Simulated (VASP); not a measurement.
# InSb (I-4m2) in VASP: a series of runs

InSb is run at these levels: PBE, r2SCAN, HSE06; tasks: single point.

All numbers are computed with VASP 6.6.1; they aren't measurements. Logs are shortened: lines on timing, memory, paths and dates and some standing lists are left out, and cuts for length are marked.

### 1 The cell of the first run

It takes space group I-4m2 (No. 119, tetragonal). Conventional cell: a = 4.777 Å, b = 4.777 Å, c = 6.344 Å, α = 90.00°, β = 90.00°, γ = 90.00°. Within 3.8 Å of In (site symmetry -4m2) lie 4 Sb at 2.87 Å. Sb (site symmetry -4m2) has 4 In at 2.87 Å within 3.8 Å.

### 2 Single point, PBE (epitaxial xy strain +3.0%)

Input file INCAR:

```
SYSTEM = InSb
  PREC = Accurate
  ENCUT = 500
  EDIFF = 1E-6
  ISMEAR = -1
  SIGMA = 0.02
  LREAL = .FALSE.
  LASPH = .TRUE.
  NELM = 120
  ALGO = Normal
  ISIF = 2
  LWAVE = .FALSE.
  LCHARG = .FALSE.
  GGA = PE
  NBANDS = 16
  GGA_COMPAT = .FALSE.
```

Input file KPOINTS:

```
regular mesh
0
G
  6 6 6
  0 0 0
```

Input file POSCAR:

```
InSb
1.0
    0.0000000000      3.3778984092      3.1718515037
    3.3778984092      0.0000000000      3.1718515037
    3.3778984092      3.3778984092      0.0000000000
In Sb
1 1
Direct
    0.0000000000      0.0000000000      0.0000000000
    0.2500000000      0.2500000000      0.2500000000
```

Potentials or basis: VASP PAW PBE potentials, release 64 (In_d, Sb).

Command:

```console
> cat potpaw_PBE.64/In_d/POTCAR potpaw_PBE.64/Sb/POTCAR > POTCAR
> mpirun -np 1 vasp_std > vasp.out
```

OUTCAR:

```text
SYSTEM = InSb
   PREC = Accurate
   ENCUT = 500
   EDIFF = 1E-6
   ISMEAR = -1
   LREAL = .FALSE.
   LASPH = .TRUE.
   NELM = 120
   ISIF = 2
   GGA = PE

 ion  position               nearest neighbor table
   1  0.000  0.000  0.000-   2 2.87   2 2.87   2 2.87   2 2.87
   2  0.250  0.250  0.250-   1 2.87   1 2.87   1 2.87   1 2.87

  LATTYP: Found a body centered tetragonal cell.
 ALAT       =     4.7770697426
 C/A-ratio  =     1.3279485855

  Lattice vectors:

 A1 = (   0.0000000000,  -3.3778984092,  -3.1718515037)
 A2 = (   0.0000000000,   3.3778984092,  -3.1718515037)
 A3 = (   3.3778984092,   0.0000000000,   3.1718515037)

Analysis of symmetry for initial positions (statically):
=====================================================================
 Subroutine PRICEL returns:
 Original cell was already a primitive cell.

 Routine SETGRP: Setting up the symmetry group for a
 body centered tetragonal supercell.

 Subroutine GETGRP returns: Found  8 space group operations
 (whereof  8 operations were pure point group operations)
 out of a pool of 16 trial point group operations.

The static configuration has the point symmetry D_2d.

Analysis of symmetry for dynamics (positions and initial velocities):
=====================================================================
 Subroutine PRICEL returns:
 Original cell was already a primitive cell.

 Routine SETGRP: Setting up the symmetry group for a
 body centered tetragonal supercell.

 Subroutine GETGRP returns: Found  8 space group operations
 (whereof  8 operations were pure point group operations)
 out of a pool of 16 trial point group operations.

The dynamic configuration has the point symmetry D_2d.

 Subroutine INISYM returns: Found  8 space group operations
 (whereof  8 operations are pure point group operations),
 and found     1 'primitive' translations

----------------------------------------------------------------------------------------

                                     Primitive cell

  volume of cell :      72.3829

  direct lattice vectors                    reciprocal lattice vectors
     0.000000000  3.377898409  3.171851504    -0.148021029  0.148021029  0.157636636
     3.377898409  0.000000000  3.171851504     0.148021029 -0.148021029  0.157636636
     3.377898409  3.377898409  0.000000000     0.148021029  0.148021029 -0.157636636

  length of vectors
     4.633663737  4.633663737  4.777069743     0.262049154  0.262049154  0.262049154

  position of ions in fractional coordinates (direct lattice)
     0.000000000  0.000000000  0.000000000
     0.250000000  0.250000000  0.250000000

  ion indices of the primitive-cell ions
   primitive index   ion index
                 1           1
                 2           2

----------------------------------------------------------------------------------------

 KPOINTS: regular mesh

Automatic generation of k-mesh.
 Grid dimensions read from file:
 generate k-points for:    6    6    6

 Generating k-lattice:

  Cartesian coordinates                     Fractional coordinates (reciprocal lattice)
    -0.024670172  0.024670172  0.026272773     0.166666667  0.000000000  0.000000000
     0.024670172 -0.024670172  0.026272773     0.000000000  0.166666667  0.000000000
     0.024670172  0.024670172 -0.026272773     0.000000000  0.000000000  0.166666667

  Length of vectors
     0.043674859  0.043674859  0.043674859

  Shift w.r.t. Gamma in fractional coordinates (k-lattice)
     0.000000000  0.000000000  0.000000000

 Subroutine IBZKPT returns following result:
 ===========================================

 Found     30 irreducible k-points:

 Following reciprocal coordinates:
            Coordinates               Weight
  0.000000  0.000000  0.000000      1.000000
  0.166667 -0.000000  0.000000      8.000000
  0.333333  0.000000  0.000000      8.000000
  0.500000 -0.000000  0.000000      4.000000
  0.166667  0.166667  0.000000      2.000000
  0.333333  0.166667  0.000000      8.000000
[... 16 lines left out ...]
  0.333333  0.000000  0.333333      4.000000
  0.500000  0.000000  0.333333     16.000000
 [... further k-points ...]
   k-points           NKPTS =     30   k-points in BZ     NKDIM =     30   number of bands    NBANDS=     16
   number of dos      NEDOS =    301   number of ions     NIONS =      2
   total plane-waves  NPLWV =  46656
   dimension x,y,z NGX =    36 NGY =   36 NGZ =   36
   dimension x,y,z NGXF=    72 NGYF=   72 NGZF=   72
   ions per type =               1   1
   NGX,Y,Z   is equivalent  to a cutoff of  12.92, 12.92, 12.53 a.u.
   NGXF,Y,Z  is equivalent  to a cutoff of  25.83, 25.83, 25.06 a.u.
 SYSTEM =  InSb
   PREC   = accura    normal or accurate (medium, high low for compatibility)
   ISTART =      0    job   : 0-new  1-cont  2-samecut
   ICHARG =      2    charge: 1-file 2-atom 10-const
   ISPIN  =      1    spin polarized calculation?
   LNONCOLLINEAR =      F non collinear calculations
   LSORBIT =      F    spin-orbit coupling
   LASPH  =      T    aspherical Exc in radial PAW
   ENCUT  =  500.0 eV  36.75 Ry    6.06 a.u.   8.45  8.45  8.71*2*pi/ulx,y,z
   NELM   =    120;   NELMIN=  2; NELMDL= -5     # of ELM steps
   EDIFF  = 0.1E-05   stopping-criterion for ELM
   LREAL  =      F    real-space projection
   EDIFFG = 0.1E-04   stopping-criterion for IOM
   NSW    =      0    number of steps for IOM
   IBRION =     -1    ionic relax: 0-MD 1-quasi-New 2-CG
   NFREE  =      0    steps in history (QN), initial steepest desc. (CG)
   ISIF   =      2    stress and relaxation
   ISYM   =      2    0-nonsym 1-usesym 2-fastsym
   POTIM  = 0.5000    time-step for ionic-motion
   TEBEG  =    0.0;   TEEND  =   0.0 temperature during run
   PSTRESS=    0.0 pullay stress
   NELECT =      18.0000    total number of electrons
   NUPDOWN=      -1.0000    fix difference up-down
   EMIN   =  10.00;   EMAX   =-10.00  energy-range for DOS
   EFERMI =   0.00;   METHOD = LEGACY
   ISMEAR =    -1;   SIGMA  =   0.02  broadening in eV -4-tet -1-fermi 0-gaus
   EFERMI_NEDOS =   21; number of points for ismear=-14 and -15
   IALGO  =     38    algorithm
   IMIX   =      4    mixing-type and parameters
     AMIX     =   0.40;   BMIX     =  1.00
     AMIX_MAG =   1.60;   BMIX_MAG =  1.00
  volume/ion in A,a.u.               =      36.19       244.23
  Fermi-wavevector in a.u.,A,eV,Ry     =   1.029486  1.945446 14.420010  1.059841
  Thomas-Fermi vector in A             =   2.163536
   LORBIT       =      0    0 simple, 1 ext, 2 COOP (PROOUT), +10 PAW based schemes
   GGA     = PE    functional components
   LHFCALC =     F    Hartree Fock is set to
   AEXX    =    0.0000 exact exchange contribution
   IVDW    =     0    specifies the selected vdW correction
   LEPSILON=     F    determine dielectric tensor
   LRPA    =     F    only Hartree local field effects (RPA)
 non-spin polarized calculation
  energy-cutoff  :      500.00
  volume of cell :       72.38
 maximum number of plane-waves:      1864
 NGX is ok and might be reduce to    36
   NGX = 17   NGY = 17   NGZ = 17

 number of electron      18.0000006 magnetization

 Free energy of the ion-electron system (eV)
  ---------------------------------------------------
  ext. energy  EPLUGINS =         0.00000000
  ---------------------------------------------------
  free energy    TOTEN  =        -6.91801078 eV

  energy without entropy =       -6.91800564  energy(sigma->0) =       -6.91800821

 E-fermi :   4.5233     XC(G=0):  -8.4199

 val. band max:        4.3820962061   @ k =   0.0000   0.0000   0.0000
 cond. band min:       4.6499182492   @ k =   0.0000   0.0000   0.0000
 fundamental gap:      0.2678220431
 Fermi energy:         4.5233409914

 k-point     1 :       0.0000    0.0000    0.0000
  band No.  band energies     occupation
      1     -10.0222      2.00000
      2     -10.0222      2.00000
      3     -10.0093      2.00000
      4      -9.9565      2.00000
      5      -9.9445      2.00000
      6      -5.8555      2.00000
[... 8 lines left out ...]
     15      12.1894      0.00000
     16      12.9323      0.00000

 k-point     2 :       0.1667   -0.0000    0.0000
  band No.  band energies     occupation
      1     -10.0283      2.00000
      2     -10.0179      2.00000
      3     -10.0083      2.00000
      4      -9.9570      2.00000
      5      -9.9442      2.00000
      6      -5.6295      2.00000
[... 8 lines left out ...]
     15      11.5179      0.00000
     16      11.9481      0.00000

 k-point     3 :       0.3333    0.0000    0.0000
  band No.  band energies     occupation
      1     -10.0449      2.00000
      2     -10.0102      2.00000
      3     -10.0024      2.00000
      4      -9.9571      2.00000
      5      -9.9423      2.00000
      6      -5.0521      2.00000
[... 8 lines left out ...]
     15      12.1660      0.00000
     16      12.1974      0.00000

 k-point     4 :       0.5000   -0.0000    0.0000
  band No.  band energies     occupation
      1     -10.0536      2.00000
      2     -10.0070      2.00000
      3      -9.9996      2.00000
      4      -9.9565      2.00000
      5      -9.9407      2.00000
      6      -4.6414      2.00000
[... 8 lines left out ...]
     15      13.2436      0.00000
     16      13.7083      0.00000
[... 324 lines left out ...]
 k-point    22 :      -0.3333    0.5000    0.1667
  band No.  band energies     occupation
      1     -10.0720      2.00000
      2      -9.9938      2.00000
      3      -9.9869      2.00000
      4      -9.9683      2.00000
      5      -9.9380      2.00000
      6      -4.0284      2.00000
[... 8 lines left out ...]
     15      14.0158      0.00000
     16      14.7096      0.00000

 k-point    23 :       0.3333    0.0000    0.3333
  band No.  band energies     occupation
      1     -10.0666      2.00000
      2      -9.9933      2.00000
      3      -9.9886      2.00000
      4      -9.9599      2.00000
      5      -9.9449      2.00000
      6      -4.7833      2.00000
[... 8 lines left out ...]
     15      13.6804      0.00000
     16      14.3409      0.00000

 k-point    24 :       0.5000    0.0000    0.3333
  band No.  band energies     occupation
      1     -10.0723      2.00000
      2      -9.9897      2.00000
      3      -9.9863      2.00000
      4      -9.9603      2.00000
      5      -9.9447      2.00000
      6      -4.3175      2.00000
[... 8 lines left out ...]
     15      13.7905      0.00000
     16      14.4049      0.00000

 [... further k-points ...]
[... 5 lines left out ...]
  --------------------------------------------------------------------------------------
  -------------------------------------------------------------------------------------
  Total       -0.0713931     -0.0713931      0.5738272      0.0000000      0.0000000     -0.0000000
  in kB       -1.5802693     -1.5802693     12.7015211      0.0000000      0.0000000     -0.0000000
  external PRESSURE =       3.1803275 kB  Pullay stress =       0.0000000 kB

 VOLUME and BASIS-vectors are now :
 -----------------------------------------------------------------------------
  energy-cutoff  :      500.00
  volume of cell :       72.38
      direct lattice vectors                 reciprocal lattice vectors
     0.000000000  3.377898409  3.171851504    -0.148021029  0.148021029  0.157636636
     3.377898409  0.000000000  3.171851504     0.148021029 -0.148021029  0.157636636
     3.377898409  3.377898409  0.000000000     0.148021029  0.148021029 -0.157636636

 POSITION                                       TOTAL-FORCE (eV/Angst)
 -----------------------------------------------------------------------------------
      0.00000      0.00000      0.00000         0.000000      0.000000      0.000000
      1.68895      1.68895      1.58593        -0.000000     -0.000000     -0.000000
 -----------------------------------------------------------------------------------
    total drift:                                0.000000      0.000000     -0.000000

  FREE ENERGIE OF THE ION-ELECTRON SYSTEM (eV)
  ---------------------------------------------------
  free  energy   TOTEN  =        -6.9180107759 eV

  energy  without entropy=       -6.9180056403  energy(sigma->0) =       -6.91800821
```

It took 30 s on 1 thread of Intel Xeon Platinum 8375C at 2.90GHz (Ice Lake), shared host; peak memory 0.21 GiB.

What came out:

```
Free energy            : -6.9180 eV
Pressure               : 0.3 GPa
Band gap on the k mesh : 0.27 eV, direct
```

Stress tensor (GPa, compression positive):
```
-0.16  0.00  0.00
 0.00 -0.16  0.00
 0.00  0.00  1.27
```

Caveat: the cell differs from its parent crystal (epitaxial xy strain +3.0%); spin-orbit coupling is left out, which moves the levels of the heavy elements.

### 3 Single point, r2SCAN (epitaxial xy strain +3.0%)

POSCAR is that of step 2.

Input file INCAR.step1:

```
SYSTEM = InSb
  ALGO = Normal
  EDIFF = 1E-5
  ENCUT = 550
  GGA = PE
  GGA_COMPAT = .FALSE.
  ISMEAR = -1
  LASPH = .TRUE.
  LCHARG = .FALSE.
  LREAL = .FALSE.
  LWAVE = .TRUE.
  NBANDS = 16
  NELM = 120
  PREC = Accurate
  SIGMA = 0.02
```

Input file INCAR.step2:

```
SYSTEM = InSb
  ALGO = Normal
  EDIFF = 1E-6
  ENCUT = 550
  GGA_COMPAT = .FALSE.
  ISIF = 2
  ISMEAR = -1
  ISTART = 1
  LASPH = .TRUE.
  LCHARG = .TRUE.
  LELF = .TRUE.
  LMIXTAU = .TRUE.
  LREAL = .FALSE.
  LVHAR = .TRUE.
  LWAVE = .FALSE.
  METAGGA = R2SCAN
  NBANDS = 16
  NELM = 120
  PREC = Accurate
  SIGMA = 0.02
```

Input file KPOINTS:

```
k-points
0
G
  6 6 6
  0 0 0
```

Potentials or basis: VASP PAW PBE potentials, release 64 (In_d, Sb).

Command:

```console
> cat potpaw_PBE.64/In_d/POTCAR potpaw_PBE.64/Sb/POTCAR > POTCAR
> cp INCAR.step1 INCAR
> mpirun -np 1 vasp_std > vasp.out
> cp INCAR.step2 INCAR
> mpirun -np 1 vasp_std > vasp.out
```

It took 2 min on 1 thread of Intel Xeon Platinum 8375C at 2.90GHz (Ice Lake), shared host; peak memory 0.24 GiB.

Results (log left out):

| Quantity | Value |
| --- | --- |
| Free energy | -48.7275 eV |
| Pressure | -1.1 GPa |
| Band gap on the k mesh | 0.28 eV, direct |

Stress tensor (GPa, compression positive):
```
-1.62  0.00  0.00
 0.00 -1.62  0.00
 0.00  0.00  0.02
```

Levels at points of the mesh, in eV from the valence-band top:
| k point | band 5 | band 6 | band 7 | band 8 | band 9 | band 10 | band 11 | band 12 | band 13 | band 14 |
| --- | --- | --- | --- | --- | --- | --- | --- | --- | --- | --- |
| (0.00, 0.00, 0.00) | -14.80 | -10.62 | -0.07 | 0.00 | 0.00 | 0.28 | 3.23 | 3.39 | 3.39 | 6.21 |
| (0.50, 0.00, 0.00) | -14.79 | -9.33 | -5.38 | -1.04 | -0.67 | 0.77 | 4.04 | 4.37 | 6.61 | 8.50 |
| (0.50, 0.50, 0.00) | -14.78 | -8.65 | -5.52 | -2.25 | -2.25 | 1.36 | 1.57 | 8.47 | 8.47 | 9.30 |
| (0.50, 0.00, 0.50) | -14.79 | -8.81 | -5.79 | -1.96 | -1.92 | 1.83 | 1.88 | 8.18 | 8.37 | 8.89 |

Caveat: the cell differs from its parent crystal (epitaxial xy strain +3.0%); the PAW data sets were made with another functional, which shifts forces and pressure a little; spin-orbit coupling is left out, which moves the levels of the heavy elements. A k mesh can miss the band edges.

(Continued in part 2 of 2.)
